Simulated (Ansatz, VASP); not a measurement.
Two plane-wave programs on As

INCAR

```
PREC = Accurate
ENCUT = 520
EDIFF = 1E-8
ISMEAR = -1
SIGMA = 0.05
LREAL = False
LASPH = True
NELM = 80
ALGO = Normal
ISIF = 2
LWAVE = False
LCHARG = False
GGA = PE
LEFG = True
NBANDS = 12
```

The input KPOINTS:

```
Automatic mesh
0
Gamma
  13 13 13
```

Contents of POSCAR:

```
As
1.0
    1.8417028838      1.0633076557      3.4152171905
   -1.8417028838      1.0633076557      3.4152171905
    0.0000000000     -2.1266153114      3.4152171905
As
2
Direct
    0.2275400000      0.2275400000      0.2275400000
    0.7724600000      0.7724600000      0.7724600000
```

Input for Ansatz:

```yaml
crystal:
  lattice:
    - [1.8417028838, 1.0633076557, 3.4152171905]
    - [-1.8417028838, 1.0633076557, 3.4152171905]
    - [0.0, -2.1266153114, 3.4152171905]
  atoms:
    - { symbol: As, position: [0.22754, 0.22754, 0.22754] }
    - { symbol: As, position: [0.77246, 0.77246, 0.77246] }
kpoints:
  mp_grid: { grid: [13, 13, 13] }
scf:
  occupations: { method: fermi_dirac, width: 0.05 }
hamiltonian:
  xc: pbe
  pseudopotentials: { kind: paw }
output:
  forces: true
  stress: true
  eigenvalues: true
  efg: { contact_densities: true }
```

Change from the starting cell: volume scaled by 0.9405, PAW files.

Alike in both runs: task electric field gradients; functional PBE; k mesh 13 × 13 × 13; occupations fermi-dirac, width 0.05 eV; no spin polarisation.

```csv
,VASP,Ansatz
version,VASP 6.6.1,Ansatz 0.2.0
potentials or method,"VASP PAW PBE potentials, release 64 (As)","PAW with Ansatz's default frozen-core files, scalar-relativistic"
plane-wave cutoff (eV),520,420
valence electrons in the cell,10,30
```

VASP gave:

| Quantity | Value |
| --- | --- |
| pressure (GPa) | 9.9 |
| traceless stress, the component that is largest in VASP (GPa) | -1.98 |
| rms of the force components (eV/Å) | 0.433 |
| size of Vzz on the site where it differs most (V/Å²) | 48.2 |

Question: What did Ansatz give for the same quantities?

Answer: Pressure (GPa): 9.4; traceless stress, the component that is largest in VASP (GPa): -1.84; rms of the force components (eV/Å): 0.390; size of Vzz on the site where it differs most (V/Å²): 51.8.

Atom by atom the forces differ by 0.042 eV/Å (rms over components). With one functional, cell and mesh, what is left measures potentials, basis and numerics. VASP's potentials hold 10 valence electrons a cell and Ansatz's 30, so a difference there can come from the potentials and not from the codes.
